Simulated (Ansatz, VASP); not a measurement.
B in VASP and in Ansatz

```
B
1.0
     0.00000    1.77176    1.77176
     1.77176    0.00000    1.77176
     1.77176    1.77176    0.00000
B
1
Cartesian
  0.0000 0.0000 0.0000
```

Alike in both runs: task relaxation of cell and atoms; functional PBE; k mesh 16 × 16 × 16; occupations fermi-dirac, width 0.08 eV; no spin polarisation.

|  | VASP | Ansatz |
| --- | --- | --- |
| version | VASP 6.6.1 | Ansatz 0.2.0 |
| potentials or method | VASP PAW PBE potentials, release 64 (B) | PAW with Ansatz's earlier generated frozen-core files (soft_1), scalar-relativistic |
| plane-wave cutoff (eV) | 500 | 420 |
| valence electrons in the cell | 3 | 3 |

|  | VASP | Ansatz | Ansatz less VASP |
| --- | --- | --- | --- |
| relaxed volume (Å³/atom) | 5.88 | 5.88 | 0.000 |
| relaxed cell length with the largest relative difference (Å) | 2.026 | 2.026 | 0.0000 |

Noted on VASP's run: the volume moved by over 15 % at a fixed basis, so the end points are rough.
